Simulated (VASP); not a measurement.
# LiNbO3 (R-3c) in VASP: notebook

LiNbO3 is run at these levels: PBE; tasks: single point.

Program: VASP 6.6.1. These are calculated values, not measurements. Logs are shortened: lines on timing, memory, paths and dates and some standing lists are left out, and cuts for length are marked.

## 1. The cell of the first run

It takes space group R-3c (No. 167, trigonal). Conventional cell: a = 5.345 Å, b = 5.345 Å, c = 13.566 Å, α = 90.00°, β = 90.00°, γ = 120.00°. Within 2.7 Å of Li (site symmetry 32) lie 3 O at 2.03 Å. Within 2.7 Å of Nb (site symmetry -3) lie 6 O at 2.02 Å. Within 2.7 Å of O (site symmetry 2) lie 2 Nb at 2.02 Å and 1 Li at 2.03 Å.

## 2. Single point, PBE

File INCAR:

```
SYSTEM = LiNbO3
PREC     = Accurate       ! precision mode
ENCUT    = 520            ! plane-wave cutoff, eV
EDIFF    = 1E-6           ! SCF threshold, eV
ISMEAR   = 0              ! smearing method
SIGMA    = 0.05           ! smearing width, eV
LREAL    = .False.        ! projectors in reciprocal space
LASPH    = .True.         ! aspherical terms in the spheres
NELM     = 60             ! most SCF steps
ALGO     = Normal         ! electronic algorithm
ISIF     = 2              ! what is computed and relaxed
LWAVE    = .False.        ! write WAVECAR
LCHARG   = .True.         ! write CHGCAR
GGA      = PE             ! functional
LELF     = .True.         ! ELF
LVHAR    = .True.       
NBANDS   = 45             ! bands
```

File KPOINTS:

```
Automatic mesh
0
Gamma
  6 6 6
  0 0 0
```

File POSCAR:

```
LiNbO3
1.0
    2.6724500000      1.5429397270      4.5218333333
   -2.6724500000      1.5429397270      4.5218333333
    0.0000000000     -3.0858794537      4.5218333334
Li Nb O
2 2 6
Direct
    0.2500000000      0.2500000000      0.2500000000
    0.7500000000      0.7500000000      0.7500000000
    0.0000000000      0.0000000000      0.0000000000
    0.5000000000      0.5000000000      0.5000000000
    0.1303353734      0.3696646266      0.7500000000
    0.7500000000      0.1303353734      0.3696646266
    0.3696646266      0.7500000000      0.1303353734
    0.8696646266      0.6303353734      0.2500000000
    0.2500000000      0.8696646266      0.6303353734
    0.6303353734      0.2500000000      0.8696646266
```

Potentials or basis: VASP PAW PBE potentials, release 64 (Li_sv, Nb_sv, O).

Run with:

```bash
$ cat potpaw_PBE.64/Li_sv/POTCAR potpaw_PBE.64/Nb_sv/POTCAR potpaw_PBE.64/O/POTCAR > POTCAR
$ mpirun -np 1 vasp_std > vasp.out
```

OUTCAR:

```text
SYSTEM = LiNbO3
   PREC = Accurate
   ENCUT = 520
   EDIFF = 1E-6
   ISMEAR = 0
   LREAL = .False.
   LASPH = .True.
   NELM = 60
   ISIF = 2
   GGA = PE

 ion  position               nearest neighbor table
   1  0.250  0.250  0.250-   8 2.03   9 2.03  10 2.03
   2  0.750  0.750  0.750-   5 2.03   6 2.03   7 2.03
   3  0.000  0.000  0.000-   7 2.02  10 2.02   9 2.02   6 2.02   5 2.02   8 2.02
   4  0.500  0.500  0.500-   6 2.02   9 2.02   7 2.02  10 2.02   5 2.02   8 2.02
   5  0.130  0.370  0.750-   3 2.02   4 2.02   2 2.03
   6  0.750  0.130  0.370-   4 2.02   3 2.02   2 2.03
   7  0.370  0.750  0.130-   3 2.02   4 2.02   2 2.03
   8  0.870  0.630  0.250-   3 2.02   4 2.02   1 2.03
   9  0.250  0.870  0.630-   4 2.02   3 2.02   1 2.03
  10  0.630  0.250  0.870-   3 2.02   4 2.02   1 2.03

  LATTYP: Found a trigonal (rhomboedric) cell.
 ALAT       =     5.4744523651
 COS(alpha) =     0.5233848858

  Lattice vectors:

 A1 = (   2.6724500000,   1.5429397270,   4.5218333333)
 A2 = (  -2.6724500000,   1.5429397270,   4.5218333333)
 A3 = (   0.0000000000,  -3.0858794537,   4.5218333334)

Analysis of symmetry for initial positions (statically):
=====================================================================
 Subroutine PRICEL returns:
 Original cell was already a primitive cell.

 Routine SETGRP: Setting up the symmetry group for a
 trigonal (rhombohedral) supercell.

 Subroutine GETGRP returns: Found 12 space group operations
 (whereof  6 operations were pure point group operations)
 out of a pool of 12 trial point group operations.

The static configuration has the point symmetry S_6 .
 The point group associated with its full space group is D_3d.

Analysis of symmetry for dynamics (positions and initial velocities):
=====================================================================
 Subroutine PRICEL returns:
 Original cell was already a primitive cell.

 Routine SETGRP: Setting up the symmetry group for a
 trigonal (rhombohedral) supercell.

 Subroutine GETGRP returns: Found 12 space group operations
 (whereof  6 operations were pure point group operations)
 out of a pool of 12 trial point group operations.

The dynamic configuration has the point symmetry S_6 .
 The point group associated with its full space group is D_3d.

 Subroutine INISYM returns: Found 12 space group operations
 (whereof  6 operations are pure point group operations),
 and found     1 'primitive' translations

----------------------------------------------------------------------------------------

                                     Primitive cell

  volume of cell :     111.8728

  direct lattice vectors                    reciprocal lattice vectors
     2.672450000  1.542939727  4.521833333     0.187094239  0.108018909  0.073716413
    -2.672450000  1.542939727  4.521833333    -0.187094239  0.108018909  0.073716413
     0.000000000 -3.085879454  4.521833333     0.000000000 -0.216037819  0.073716413

  length of vectors
     5.474452365  5.474452365  5.474452365     0.228268370  0.228268370  0.228268370

  position of ions in fractional coordinates (direct lattice)
     0.250000000  0.250000000  0.250000000
     0.750000000  0.750000000  0.750000000
     0.000000000  0.000000000  0.000000000
     0.500000000  0.500000000  0.500000000
     0.130335373  0.369664627  0.750000000
     0.750000000  0.130335373  0.369664627
     0.369664627  0.750000000  0.130335373
     0.869664627  0.630335373  0.250000000
     0.250000000  0.869664627  0.630335373
     0.630335373  0.250000000  0.869664627

  ion indices of the primitive-cell ions
   primitive index   ion index
                 1           1
                 2           2
                 3           3
                 4           4
                 5           5
                 6           6
                 7           7
                 8           8
                 9           9
                10          10

----------------------------------------------------------------------------------------

 KPOINTS: Automatic mesh

Automatic generation of k-mesh.
 Grid dimensions read from file:
 generate k-points for:    6    6    6

 Generating k-lattice:

  Cartesian coordinates                     Fractional coordinates (reciprocal lattice)
     0.031182373  0.018003152  0.012286069     0.166666667  0.000000000  0.000000000
    -0.031182373  0.018003152  0.012286069     0.000000000  0.166666667  0.000000000
     0.000000000 -0.036006303  0.012286069     0.000000000  0.000000000  0.166666667

  Length of vectors
     0.038044728  0.038044728  0.038044728

  Shift w.r.t. Gamma in fractional coordinates (k-lattice)
     0.000000000  0.000000000  0.000000000

 Subroutine IBZKPT returns following result:
 ===========================================

 Found     32 irreducible k-points:

 Following reciprocal coordinates:
            Coordinates               Weight
  0.000000  0.000000  0.000000      1.000000
  0.166667  0.000000 -0.000000      6.000000
  0.333333  0.000000 -0.000000      6.000000
  0.500000 -0.000000 -0.000000      3.000000
  0.166667  0.166667 -0.000000      6.000000
  0.333333  0.166667 -0.000000     12.000000
[... 16 lines left out ...]
  0.500000  0.500000  0.166667      6.000000
 -0.333333  0.500000  0.166667     12.000000
 [... further k-points ...]
   k-points           NKPTS =     32   k-points in BZ     NKDIM =     32   number of bands    NBANDS=     45
   number of dos      NEDOS =    301   number of ions     NIONS =     10
   total plane-waves  NPLWV =  74088
   dimension x,y,z NGX =    42 NGY =   42 NGZ =   42
   dimension x,y,z NGXF=    84 NGYF=   84 NGZF=   84
   ions per type =               2   2   6
   NGX,Y,Z   is equivalent  to a cutoff of  12.75, 12.75, 12.75 a.u.
   NGXF,Y,Z  is equivalent  to a cutoff of  25.51, 25.51, 25.51 a.u.
 SYSTEM =  LiNbO3
   PREC   = accura    normal or accurate (medium, high low for compatibility)
   ISTART =      0    job   : 0-new  1-cont  2-samecut
   ICHARG =      2    charge: 1-file 2-atom 10-const
   ISPIN  =      1    spin polarized calculation?
   LNONCOLLINEAR =      F non collinear calculations
   LSORBIT =      F    spin-orbit coupling
   LASPH  =      T    aspherical Exc in radial PAW
   ENCUT  =  520.0 eV  38.22 Ry    6.18 a.u.  10.18 10.18 10.18*2*pi/ulx,y,z
   NELM   =     60;   NELMIN=  2; NELMDL= -5     # of ELM steps
   EDIFF  = 0.1E-05   stopping-criterion for ELM
   LREAL  =      F    real-space projection
   EDIFFG = 0.1E-04   stopping-criterion for IOM
   NSW    =      0    number of steps for IOM
   IBRION =     -1    ionic relax: 0-MD 1-quasi-New 2-CG
   NFREE  =      0    steps in history (QN), initial steepest desc. (CG)
   ISIF   =      2    stress and relaxation
   ISYM   =      2    0-nonsym 1-usesym 2-fastsym
   POTIM  = 0.5000    time-step for ionic-motion
   TEBEG  =    0.0;   TEEND  =   0.0 temperature during run
   PSTRESS=    0.0 pullay stress
   NELECT =      68.0000    total number of electrons
   NUPDOWN=      -1.0000    fix difference up-down
   EMIN   =  10.00;   EMAX   =-10.00  energy-range for DOS
   EFERMI =   0.00;   METHOD = LEGACY
   ISMEAR =     0;   SIGMA  =   0.05  broadening in eV -4-tet -1-fermi 0-gaus
   EFERMI_NEDOS =   21; number of points for ismear=-14 and -15
   IALGO  =     38    algorithm
   IMIX   =      4    mixing-type and parameters
     AMIX     =   0.40;   BMIX     =  1.00
     AMIX_MAG =   1.60;   BMIX_MAG =  1.00
  volume/ion in A,a.u.               =      11.19        75.50
  Fermi-wavevector in a.u.,A,eV,Ry     =   1.386765  2.620607 26.165615  1.923118
  Thomas-Fermi vector in A             =   2.511050
   LORBIT       =      0    0 simple, 1 ext, 2 COOP (PROOUT), +10 PAW based schemes
   GGA     = PE    functional components
   LHFCALC =     F    Hartree Fock is set to
   AEXX    =    0.0000 exact exchange contribution
   IVDW    =     0    specifies the selected vdW correction
   LEPSILON=     F    determine dielectric tensor
   LRPA    =     F    only Hartree local field effects (RPA)
 non-spin polarized calculation
 Gauss-broadening in eV      SIGMA  =   0.05
  energy-cutoff  :      520.00
  volume of cell :      111.87
 maximum number of plane-waves:      3030
 NGX is ok and might be reduce to    42
   NGX = 21   NGY = 21   NGZ = 21

 number of electron      67.9999979 magnetization

 Free energy of the ion-electron system (eV)
  ---------------------------------------------------
  ext. energy  EPLUGINS =         0.00000000
  ---------------------------------------------------
  free energy    TOTEN  =       -79.62124307 eV

  energy without entropy =      -79.62124307  energy(sigma->0) =      -79.62124307

 E-fermi :   3.6796     XC(G=0): -10.5510

 val. band max:        3.3158785060   @ k =   0.0000   0.0000   0.0000
 cond. band min:       5.7093400522   @ k =   0.5000   0.5000  -0.0000
 fundamental gap:      2.3934615462
 Fermi energy:         3.6795787564

 k-point     1 :       0.0000    0.0000    0.0000
  band No.  band energies     occupation
      1     -51.3661      2.00000
      2     -51.3541      2.00000
      3     -39.7795      2.00000
      4     -39.7780      2.00000
      5     -27.5187      2.00000
      6     -27.5187      2.00000
[... 37 lines left out ...]
     44      13.6373      0.00000
     45      13.7671      0.00000

 k-point     2 :       0.1667    0.0000   -0.0000
  band No.  band energies     occupation
      1     -51.3653      2.00000
      2     -51.3549      2.00000
      3     -39.7794      2.00000
      4     -39.7781      2.00000
      5     -27.5098      2.00000
      6     -27.5094      2.00000
[... 37 lines left out ...]
     44      13.2755      0.00000
     45      13.3454      0.00000

 k-point     3 :       0.3333    0.0000   -0.0000
  band No.  band energies     occupation
      1     -51.3631      2.00000
      2     -51.3571      2.00000
      3     -39.7791      2.00000
      4     -39.7784      2.00000
      5     -27.4849      2.00000
      6     -27.4837      2.00000
[... 997 lines left out ...]
     44      12.7452      0.00000
     45      13.1085      0.00000

 k-point    24 :      -0.3333    0.5000    0.1667
  band No.  band energies     occupation
      1     -51.3611      2.00000
      2     -51.3591      2.00000
      3     -39.7789      2.00000
      4     -39.7786      2.00000
      5     -27.5276      2.00000
      6     -27.5241      2.00000
[... 37 lines left out ...]
     44      12.7685      0.00000
     45      13.1467      0.00000

 [... further k-points ...]
[... 5 lines left out ...]
  --------------------------------------------------------------------------------------
  -------------------------------------------------------------------------------------
  Total       -5.9844807     -5.9844807     -1.3014305      0.0000000      0.0000000     -0.0000000
  in kB      -85.7062916    -85.7062916    -18.6383396      0.0000000      0.0000000     -0.0000000
  external PRESSURE =     -63.3503076 kB  Pullay stress =       0.0000000 kB

 VOLUME and BASIS-vectors are now :
 -----------------------------------------------------------------------------
  energy-cutoff  :      520.00
  volume of cell :      111.87
      direct lattice vectors                 reciprocal lattice vectors
     2.672450000  1.542939727  4.521833333     0.187094239  0.108018909  0.073716413
    -2.672450000  1.542939727  4.521833333    -0.187094239  0.108018909  0.073716413
     0.000000000 -3.085879454  4.521833333     0.000000000 -0.216037819  0.073716413

 POSITION                                       TOTAL-FORCE (eV/Angst)
 -----------------------------------------------------------------------------------
      0.00000      0.00000      3.39138         0.000000     -0.000000      0.000000
      0.00000      0.00000     10.17413        -0.000000     -0.000000      0.000000
      0.00000      0.00000      0.00000         0.000000      0.000000      0.000000
      0.00000      0.00000      6.78275         0.000000      0.000000      0.000000
     -0.63960     -1.54294      5.65229         0.291374     -0.000000     -0.000000
      1.65602      0.21756      5.65229        -0.145687      0.252337     -0.000000
     -1.01643      1.32538      5.65229        -0.145687     -0.252337      0.000000
      0.63960      1.54294      7.91321        -0.291374      0.000000     -0.000000
     -1.65602     -0.21756      7.91321         0.145687     -0.252337      0.000000
      1.01643     -1.32538      7.91321         0.145687      0.252337     -0.000000
 -----------------------------------------------------------------------------------
    total drift:                               -0.000000      0.000000     -0.000000

  FREE ENERGIE OF THE ION-ELECTRON SYSTEM (eV)
  ---------------------------------------------------
  free  energy   TOTEN  =       -79.6212430709 eV

  energy  without entropy=      -79.6212430709  energy(sigma->0) =      -79.62124307
```

Wall time 3.3 min (1 thread of Intel Xeon Platinum 8488C (Sapphire Rapids), shared host); peak memory 0.32 GiB.

What came out:

- Free energy: -79.6212 eV
- Largest force: 0.291 eV/Å
- Band gap on the k mesh: 2.39 eV (least direct gap 2.46 eV)

Forces in eV/Å, atoms in the order of the input:
```
Li   0.000  0.000  0.000
Li   0.000  0.000  0.000
Nb   0.000  0.000  0.000
Nb   0.000  0.000  0.000
O    0.291  0.000  0.000
O   -0.146  0.252  0.000
O   -0.146 -0.252  0.000
O   -0.291  0.000  0.000
O    0.146 -0.252  0.000
O    0.146  0.252  0.000
```

Levels at points of the mesh, in eV from the valence-band top:
| k point | band 31 | band 32 | band 33 | band 34 | band 35 | band 36 | band 37 | band 38 |
| --- | --- | --- | --- | --- | --- | --- | --- | --- |
| (0.00, 0.00, 0.00) | -0.28 | -0.25 | -0.25 | 0.00 | 2.46 | 2.46 | 2.48 | 4.40 |
| (0.50, 0.00, 0.00) | -0.23 | -0.23 | -0.21 | -0.21 | 3.95 | 3.95 | 3.96 | 3.96 |
| (0.50, 0.50, 0.00) | -1.02 | -0.47 | -0.29 | -0.21 | 2.39 | 3.40 | 3.72 | 4.18 |
| (0.50, 0.50, 0.50) | -0.35 | -0.35 | -0.35 | -0.35 | 3.83 | 3.83 | 4.21 | 4.21 |

Caveat: the cutoff is under 1.25 times the usual one of these potentials, so pressure, stress and relaxed cells hold a basis-set (Pulay) error. A k mesh can miss the band edges.

[end of part 1 of 2]
